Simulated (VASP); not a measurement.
# HfN in VASP: further runs

HfN is run at these levels: PBEsol; tasks: single point, relaxation of cell and atoms.

Program: VASP 6.6.1. These are calculated values, not measurements. Logs are shortened: lines on timing, memory, paths and dates and some standing lists are left out, and cuts for length are marked.

### 1 The cell of the first run

The structure is cubic, space group Fm-3m (No. 225). Conventional cell: a = 4.502 Å, b = 4.502 Å, c = 4.502 Å, α = 90.00°, β = 90.00°, γ = 90.00°. Hf (site symmetry m-3m) has 6 N at 2.25 Å within 3.0 Å. N (site symmetry m-3m) has 6 Hf at 2.25 Å within 3.0 Å.

### 2 Single point, PBEsol

File INCAR:

```
PREC     = Accurate       # precision mode
ENCUT    = 520            # plane-wave cutoff, eV
EDIFF    = 1E-6           # SCF threshold, eV
ISMEAR   = 0              # smearing method
SIGMA    = 0.1            # smearing width, eV
LREAL    = F              # projectors in reciprocal space
LASPH    = T              # aspherical terms in the spheres
NELM     = 60             # most SCF steps
ALGO     = Normal         # electronic algorithm
ISIF     = 2              # what is computed and relaxed
LWAVE    = F              # write WAVECAR
LCHARG   = F              # write CHGCAR
GGA      = PS             # functional
NBANDS   = 14             # bands
```

File KPOINTS:

```
regular mesh
0
Gamma
  16 16 16
```

File POSCAR:

```
HfN
1.0
    0.0000000000      2.2508679204      2.2508679204
    2.2508679204      0.0000000000      2.2508679204
    2.2508679204      2.2508679204      0.0000000000
Hf N
1 1
Direct
    0.0000000000      0.0000000000      0.0000000000
    0.5000000000      0.5000000000      0.5000000000
```

Potentials or basis: VASP PAW PBE potentials, release 64 (Hf_pv, N).

Run with:

```console
cat potpaw_PBE.64/Hf_pv/POTCAR potpaw_PBE.64/N/POTCAR > POTCAR
mpirun -np 1 vasp_std > vasp.out
```

OUTCAR:

```text
PREC = Accurate
   ENCUT = 520
   EDIFF = 1E-6
   ISMEAR = 0
   LREAL = F
   LASPH = T
   NELM = 60
   ISIF = 2
   GGA = PS

 ion  position               nearest neighbor table
   1  0.000  0.000  0.000-   2 2.25   2 2.25   2 2.25   2 2.25   2 2.25   2 2.25
   2  0.500  0.500  0.500-   1 2.25   1 2.25   1 2.25   1 2.25   1 2.25   1 2.25

  LATTYP: Found a face centered cubic cell.
 ALAT       =     4.5017358408

  Lattice vectors:

 A1 = (   0.0000000000,   2.2508679204,   2.2508679204)
 A2 = (   2.2508679204,   0.0000000000,   2.2508679204)
 A3 = (   2.2508679204,   2.2508679204,   0.0000000000)

Analysis of symmetry for initial positions (statically):
=====================================================================
 Subroutine PRICEL returns:
 Original cell was already a primitive cell.

 Routine SETGRP: Setting up the symmetry group for a
 face centered cubic supercell.

 Subroutine GETGRP returns: Found 48 space group operations
 (whereof 48 operations were pure point group operations)
 out of a pool of 48 trial point group operations.

The static configuration has the point symmetry O_h .

Analysis of symmetry for dynamics (positions and initial velocities):
=====================================================================
 Subroutine PRICEL returns:
 Original cell was already a primitive cell.

 Routine SETGRP: Setting up the symmetry group for a
 face centered cubic supercell.

 Subroutine GETGRP returns: Found 48 space group operations
 (whereof 48 operations were pure point group operations)
 out of a pool of 48 trial point group operations.

The dynamic configuration has the point symmetry O_h .

 Subroutine INISYM returns: Found 48 space group operations
 (whereof 48 operations are pure point group operations),
 and found     1 'primitive' translations

----------------------------------------------------------------------------------------

                                     Primitive cell

  volume of cell :      22.8076

  direct lattice vectors                    reciprocal lattice vectors
     0.000000000  2.250867920  2.250867920    -0.222136535  0.222136535  0.222136535
     2.250867920  0.000000000  2.250867920     0.222136535 -0.222136535  0.222136535
     2.250867920  2.250867920  0.000000000     0.222136535  0.222136535 -0.222136535

  length of vectors
     3.183207940  3.183207940  3.183207940     0.384751764  0.384751764  0.384751764

  position of ions in fractional coordinates (direct lattice)
     0.000000000  0.000000000  0.000000000
     0.500000000  0.500000000  0.500000000

  ion indices of the primitive-cell ions
   primitive index   ion index
                 1           1
                 2           2

----------------------------------------------------------------------------------------

 KPOINTS: regular mesh

Automatic generation of k-mesh.
 Grid dimensions read from file:
 generate k-points for:   16   16   16

 Generating k-lattice:

  Cartesian coordinates                     Fractional coordinates (reciprocal lattice)
    -0.013883533  0.013883533  0.013883533     0.062500000  0.000000000  0.000000000
     0.013883533 -0.013883533  0.013883533     0.000000000  0.062500000  0.000000000
     0.013883533  0.013883533 -0.013883533     0.000000000  0.000000000  0.062500000

  Length of vectors
     0.024046985  0.024046985  0.024046985

  Shift w.r.t. Gamma in fractional coordinates (k-lattice)
     0.000000000  0.000000000  0.000000000

 Subroutine IBZKPT returns following result:
 ===========================================

 Found    145 irreducible k-points:

 Following reciprocal coordinates:
            Coordinates               Weight
  0.000000  0.000000  0.000000      1.000000
  0.062500  0.000000  0.000000      8.000000
  0.125000  0.000000  0.000000      8.000000
  0.187500  0.000000  0.000000      8.000000
  0.250000  0.000000  0.000000      8.000000
  0.312500  0.000000  0.000000      8.000000
[... 16 lines left out ...]
 -0.125000  0.062500  0.000000     24.000000
 -0.062500  0.062500  0.000000     12.000000
 [... further k-points ...]
   k-points           NKPTS =    145   k-points in BZ     NKDIM =    145   number of bands    NBANDS=     14
   number of dos      NEDOS =    301   number of ions     NIONS =      2
   total plane-waves  NPLWV =  13824
   dimension x,y,z NGX =    24 NGY =   24 NGZ =   24
   dimension x,y,z NGXF=    48 NGYF=   48 NGZF=   48
   ions per type =               1   1
   NGX,Y,Z   is equivalent  to a cutoff of  12.53, 12.53, 12.53 a.u.
   NGXF,Y,Z  is equivalent  to a cutoff of  25.07, 25.07, 25.07 a.u.
 SYSTEM =  unknown system
   PREC   = accura    normal or accurate (medium, high low for compatibility)
   ISTART =      0    job   : 0-new  1-cont  2-samecut
   ICHARG =      2    charge: 1-file 2-atom 10-const
   ISPIN  =      1    spin polarized calculation?
   LNONCOLLINEAR =      F non collinear calculations
   LSORBIT =      F    spin-orbit coupling
[... 25 lines left out ...]
  Fermi-wavevector in a.u.,A,eV,Ry     =   1.423678  2.690362 27.577108  2.026860
  Thomas-Fermi vector in A             =   2.544250
   LORBIT       =      0    0 simple, 1 ext, 2 COOP (PROOUT), +10 PAW based schemes
   GGA     = PS    functional components
   LHFCALC =     F    Hartree Fock is set to
   AEXX    =    0.0000 exact exchange contribution
   IVDW    =     0    specifies the selected vdW correction
   LEPSILON=     F    determine dielectric tensor
   LRPA    =     F    only Hartree local field effects (RPA)
 non-spin polarized calculation
 Gauss-broadening in eV      SIGMA  =   0.10
  energy-cutoff  :      520.00
  volume of cell :       22.81
 maximum number of plane-waves:       636
   NGX = 11   NGY = 11   NGZ = 11

 number of electron      15.0000001 magnetization

 Free energy of the ion-electron system (eV)
  ---------------------------------------------------
  ext. energy  EPLUGINS =         0.00000000
  ---------------------------------------------------
  free energy    TOTEN  =       -22.99479139 eV

  energy without entropy =      -22.99183856  energy(sigma->0) =      -22.99331497

 E-fermi :   8.2868     XC(G=0): -12.9506

 val. band max:        8.2742707948   @ k =  -0.4375   0.3125   0.1250
 cond. band min:       8.2875767168   @ k =  -0.1250   0.0625   0.0000
 fundamental gap:      0.0133059220
 Fermi energy:         8.2867834108

 k-point     1 :       0.0000    0.0000    0.0000
  band No.  band energies     occupation
      1     -22.7235      2.00000
      2     -22.7235      2.00000
      3     -22.7235      2.00000
      4      -9.2071      2.00000
      5       5.2994      2.00000
      6       5.2994      2.00000
      7       5.2994      2.00000
      8       7.9173      2.00000
      9       7.9173      2.00000
     10       7.9173      2.00000
     11      10.2111      0.00000
     12      10.2647      0.00000
     13      10.2647      0.00000
     14      17.8594      0.00000

 k-point     2 :       0.0625    0.0000    0.0000
  band No.  band energies     occupation
      1     -22.7662      2.00000
      2     -22.7270      2.00000
      3     -22.7270      2.00000
      4      -9.1130      2.00000
      5       4.8847      2.00000
      6       5.0554      2.00000
      7       5.0554      2.00000
      8       8.0362      1.99961
      9       8.0557      1.99892
     10       8.0557      1.99892
     11      10.5035      0.00000
     12      10.5787      0.00000
     13      10.5787      0.00000
     14      18.1728      0.00000

 k-point     3 :       0.1250    0.0000    0.0000
  band No.  band energies     occupation
      1     -22.8855      2.00000
      2     -22.7370      2.00000
      3     -22.7370      2.00000
      4      -8.8428      2.00000
      5       3.9589      2.00000
      6       4.4932      2.00000
      7       4.4932      2.00000
      8       8.2391      1.49969
      9       8.4178      0.06399
     10       8.4178      0.06399
     11      11.2470      0.00000
     12      11.3933      0.00000
     13      11.3933      0.00000
     14      19.0443      0.00000
[... 324 lines left out ...]
 k-point    23 :      -0.1250    0.0625    0.0000
  band No.  band energies     occupation
      1     -22.9546      2.00000
      2     -22.7731      2.00000
      3     -22.7315      2.00000
      4      -8.6507      2.00000
      5       3.3541      2.00000
      6       4.0131      2.00000
      7       4.4616      2.00000
      8       8.2876      0.99105
      9       8.3897      0.14541
     10       9.1298      0.00000
     11      10.8525      0.00000
     12      12.1652      0.00000
     13      12.3755      0.00000
     14      19.6577      0.00000

 k-point    24 :      -0.0625    0.0625    0.0000
  band No.  band energies     occupation
      1     -22.8253      2.00000
      2     -22.7489      2.00000
      3     -22.7254      2.00000
      4      -8.9623      2.00000
      5       4.2627      2.00000
      6       4.6146      2.00000
      7       4.9352      2.00000
      8       8.0931      1.99383
      9       8.0943      1.99350
     10       8.5470      0.00023
     11      10.4011      0.00000
     12      11.2222      0.00000
     13      11.3285      0.00000
     14      18.6697      0.00000

 [... further k-points ...]
[... 5 lines left out ...]
  --------------------------------------------------------------------------------------
  -------------------------------------------------------------------------------------
  Total       -0.3160253     -0.3160253     -0.3160253      0.0000000      0.0000000      0.0000000
  in kB      -22.1999706    -22.1999706    -22.1999706      0.0000000      0.0000000      0.0000000
  external PRESSURE =     -22.1999706 kB  Pullay stress =       0.0000000 kB

 VOLUME and BASIS-vectors are now :
 -----------------------------------------------------------------------------
  energy-cutoff  :      520.00
  volume of cell :       22.81
      direct lattice vectors                 reciprocal lattice vectors
     0.000000000  2.250867920  2.250867920    -0.222136535  0.222136535  0.222136535
     2.250867920  0.000000000  2.250867920     0.222136535 -0.222136535  0.222136535
     2.250867920  2.250867920  0.000000000     0.222136535  0.222136535 -0.222136535

 POSITION                                       TOTAL-FORCE (eV/Angst)
 -----------------------------------------------------------------------------------
      0.00000      0.00000      0.00000         0.000000      0.000000     -0.000000
      2.25087      2.25087      2.25087         0.000000      0.000000      0.000000
 -----------------------------------------------------------------------------------
    total drift:                                0.000000     -0.000000     -0.000000

  FREE ENERGIE OF THE ION-ELECTRON SYSTEM (eV)
  ---------------------------------------------------
  free  energy   TOTEN  =       -22.9947913857 eV

  energy  without entropy=      -22.9918385575  energy(sigma->0) =      -22.99331497
```

Run time: 36 s. Hardware: 1 thread of AMD EPYC 7R43 (Zen 3), shared host; peak memory 0.14 GiB.

Results:

```
Free energy : -22.9948 eV
Pressure    : -2.2 GPa
```

Levels at points of the mesh, in eV from the Fermi level:
| k point | band 5 | band 6 | band 7 | band 8 | band 9 | band 10 | band 11 | band 12 |
| --- | --- | --- | --- | --- | --- | --- | --- | --- |
| (0.00, 0.00, 0.00) | -2.99 | -2.99 | -2.99 | -0.37 | -0.37 | -0.37 | 1.92 | 1.98 |
| (0.50, 0.00, 0.00) | -8.96 | -6.22 | -6.22 | 3.35 | 3.78 | 3.78 | 4.47 | 9.01 |
| (0.50, 0.50, 0.00) | -5.38 | -3.88 | -3.65 | -3.65 | 4.16 | 5.64 | 5.64 | 5.75 |

Caveat: the PAW data sets were made with another functional, which shifts forces and pressure a little; spin-orbit coupling is left out, which moves the levels of the heavy elements.

### 3 Relaxation of cell and atoms, PBEsol

This run uses another cell than the first one, of 11.48 Å³/atom, 1.007 times its volume.

File INCAR:

```
SYSTEM = HfN
PREC = Accurate
ENCUT = 600
EDIFF = 1E-7
ISMEAR = 0
SIGMA = 0.1
LREAL = .FALSE.
LASPH = .TRUE.
NELM = 60
ALGO = Normal
ISIF = 3
LWAVE = .FALSE.
LCHARG = .FALSE.
GGA = PS
IBRION = 2
NSW = 100
EDIFFG = -0.005
```

File KPOINTS:

```
regular mesh
0
G
  16 16 16
  0 0 0
```

File POSCAR:

```
HfN
1.0
    0.0000000000      2.2558601243      2.2558601243
    2.2558601243      0.0000000000      2.2558601243
    2.2558601243      2.2558601243      0.0000000000
Hf N
1 1
Direct
    0.0000000000      0.0000000000      0.0000000000
    0.5000000000      0.5000000000      0.5000000000
```

Potentials or basis: VASP PAW PBE potentials, release 64 (Hf_pv, N).

Run with:

```console
cat potpaw_PBE.64/Hf_pv/POTCAR potpaw_PBE.64/N/POTCAR > POTCAR
mpirun -np 1 vasp_std > vasp.out
```

Wall time 99 s (1 thread of AMD EPYC 7R43 (Zen 3), shared host); peak memory 0.17 GiB.

The run converged. Its results:

| Property | Result |
| --- | --- |
| Free energy | -22.9984 eV |
| Relaxed volume | 11.31 Å³/atom |
| Relaxed cell | a = 3.175 Å, b = 3.175 Å, c = 3.175 Å, α = 60.00°, β = 60.00°, γ = 60.00° |
| Space group after relaxing (to 0.05 Å) | Fm-3m (No. 225) |
| Energy gained by relaxing | 2.2 meV/atom |
| Ionic steps | 3 |
| Pressure after relaxing | 0.0 GPa |

Step by step:
```tsv
step	energy change (eV)	largest force (eV/Å)	pressure (GPa)	volume (Å³)
1	0.0000	0.0000	-4.17	22.96
2	0.0131	0.0000	8.98	21.98
3	-0.0044	0.0000	-0.03	22.63
```

Final structure:
```
CELL_PARAMETERS angstrom
0.00000 2.24488 2.24488
2.24488 0.00000 2.24488
2.24488 2.24488 0.00000
ATOMIC_POSITIONS crystal
Hf 0.00000 0.00000 0.00000
N 0.50000 0.50000 0.50000
```

Levels at points of the mesh, in eV from the Fermi level:
```
           k point  band 5  band 6  band 7  band 8  band 9  band 10  band 11
(0.00, 0.00, 0.00)   -3.00   -3.00   -3.00   -0.37   -0.37    -0.37     2.00
(0.50, 0.00, 0.00)   -9.01   -6.26   -6.26    3.39    3.82     3.82     4.51
(0.50, 0.50, 0.00)   -5.38   -3.92   -3.66   -3.66    4.20     5.70     5.74
```

Caveat: the PAW data sets were made with another functional, which shifts forces and pressure a little; spin-orbit coupling is left out, which moves the levels of the heavy elements.

### 4 Single point, PBEsol

File INCAR:

```
PREC     = Accurate       # precision mode
ENCUT    = 520            # plane-wave cutoff, eV
EDIFF    = 1E-6           # SCF threshold, eV
ISMEAR   = 0              # smearing method
SIGMA    = 0.1            # smearing width, eV
LREAL    = F              # projectors in reciprocal space
LASPH    = T              # aspherical terms in the spheres
NELM     = 60             # most SCF steps
ALGO     = Normal         # electronic algorithm
ISIF     = 2              # what is computed and relaxed
LWAVE    = F              # write WAVECAR
LCHARG   = F              # write CHGCAR
GGA      = PS             # functional
NBANDS   = 14             # bands
```

File KPOINTS:

```
regular mesh
0
Gamma
  16 16 16
```

File POSCAR:

```
HfN
1.0
    0.0000000000      2.2508679162      2.2508679162
    2.2508679162      0.0000000000      2.2508679162
    2.2508679162      2.2508679162      0.0000000000
Hf N
1 1
Direct
    0.0000000000      0.0000000000      0.0000000000
    0.5000000000      0.5000000000      0.5000000000
```

Run with:

```console
cat potpaw_PBE.64/Hf_pv/POTCAR potpaw_PBE.64/N/POTCAR > POTCAR
mpirun -np 1 vasp_std > vasp.out
```

Wall time 25 s (1 thread of Intel Xeon Platinum 8259CL at 2.50GHz (Skylake/Cascade Lake), shared host); peak memory 0.17 GiB.

Results (log left out):

| Property | Result |
| --- | --- |
| Free energy | -22.9948 eV |
| Pressure | -2.2 GPa |

Levels at points of the mesh, in eV from the Fermi level:
| k point | band 4 | band 5 | band 6 | band 7 | band 8 | band 9 | band 10 | band 11 | band 12 | band 13 |
| --- | --- | --- | --- | --- | --- | --- | --- | --- | --- | --- |
| (0.00, 0.00, 0.00) | -17.49 | -2.99 | -2.99 | -2.99 | -0.37 | -0.37 | -0.37 | 1.92 | 1.98 | 1.98 |
| (0.50, 0.00, 0.00) | -14.65 | -8.96 | -6.22 | -6.22 | 3.35 | 3.78 | 3.78 | 4.47 | 9.01 | 9.01 |
| (0.50, 0.50, 0.00) | -16.37 | -5.38 | -3.88 | -3.65 | -3.65 | 4.16 | 5.64 | 5.64 | 5.75 | 8.09 |

Caveat: the PAW data sets were made with another functional, which shifts forces and pressure a little; spin-orbit coupling is left out, which moves the levels of the heavy elements.

### 5 Single point, PBEsol (strain along c alone, the other axes held: +4.5 %)

File INCAR:

```
SYSTEM = HfN
ALGO = Normal
EDIFF = 1E-6
ENCUT = 520
GGA = PS
ISIF = 2
ISMEAR = 0
LASPH = .TRUE.
LCHARG = .TRUE.
LELF = .TRUE.
LREAL = .FALSE.
LVHAR = .TRUE.
LWAVE = .FALSE.
NBANDS = 23
NELM = 100
PREC = Accurate
SIGMA = 0.1
```

File KPOINTS:

```
k-points
0
G
  16 16 12
  0 0 0
```

File POSCAR:

```
HfN
1.0
    2.2508679147      2.2508679147      0.0000000000
   -2.2508679147      2.2508679147      0.0000000000
    0.0000000000      0.0000000000      4.7043139418
Hf N
2 2
Direct
    0.0000000000      0.0000000000      0.0000000000
    0.5000000000      0.5000000000      0.5000000000
    0.5000000000      0.5000000000      0.0000000000
    0.0000000000      0.0000000000      0.5000000000
```

Run with:

```console
cat potpaw_PBE.64/Hf_pv/POTCAR potpaw_PBE.64/N/POTCAR > POTCAR
mpirun -np 1 vasp_std > vasp.out
```

Run time: 3.1 min. Hardware: 1 thread of Intel Xeon 6975P-C, shared host; peak memory 0.39 GiB.

It converged, with:

```
Free energy            : -45.8075 eV
Pressure               : -12.4 GPa
Band gap on the k mesh : zero (band 15 reaches 11.05 eV, above the bottom of band 16 at 4.29 eV)
```

Stress tensor (GPa, compression positive):
```
 -6.71   0.00   0.00
  0.00  -6.71   0.00
  0.00   0.00 -23.69
```

Levels at points of the mesh, in eV from the Fermi level:
```tsv
k point	band 12	band 13	band 14	band 15	band 16	band 17	band 18	band 19
(0.00, 0.00, 0.00)	-3.50	-3.06	-2.88	-2.88	-0.66	-0.17	-0.17	0.77
(0.50, 0.00, 0.00)	-5.79	-5.49	-5.49	1.93	1.93	2.29	2.29	2.88
(0.50, 0.50, 0.00)	-3.77	-3.71	-3.71	-3.61	-3.61	3.71	3.71	4.97
(0.00, 0.00, 0.50)	-3.57	-3.57	-3.57	-2.42	-2.42	2.92	2.92	2.92
(0.50, 0.00, 0.50)	-6.04	-6.00	-6.00	3.15	3.15	3.43	3.43	3.74
(0.50, 0.50, 0.50)	-5.21	-5.21	-5.21	0.70	0.70	0.70	0.70	5.62
```

Caveat: the cell differs from its parent crystal (strain along c alone, the other axes held: +4.5 %); the PAW data sets were made with another functional, which shifts forces and pressure a little; spin-orbit coupling is left out, which moves the levels of the heavy elements.

### 6 Overview

```csv
task,cell,k mesh,cutoff (eV),gap on the mesh (eV),pressure (GPa)
single point,"a = 3.183 Å, angles 60.0°, 2 atoms",16 × 16 × 16,520,none,-2.2
relaxation of cell and atoms,"relaxed from a = 3.190 Å, angles 60.0°, 2 atoms",16 × 16 × 16,600,none,0.0
single point,"a = 3.183, b = 3.183, c = 4.704 Å, 4 atoms",16 × 16 × 12,520,none,-12.4
```

Alike in all rows: level PBEsol; potentials or basis VASP PAW PBE potentials, release 64 (Hf_pv, N); no spin polarisation; smearing gaussian 0.1 eV.

Caveats: the PAW data sets were made with another functional, which shifts forces and pressure a little; spin-orbit coupling is left out, which moves the levels of the heavy elements.

Total energies depend on the potentials used, so only differences within one code and one set of settings carry meaning.
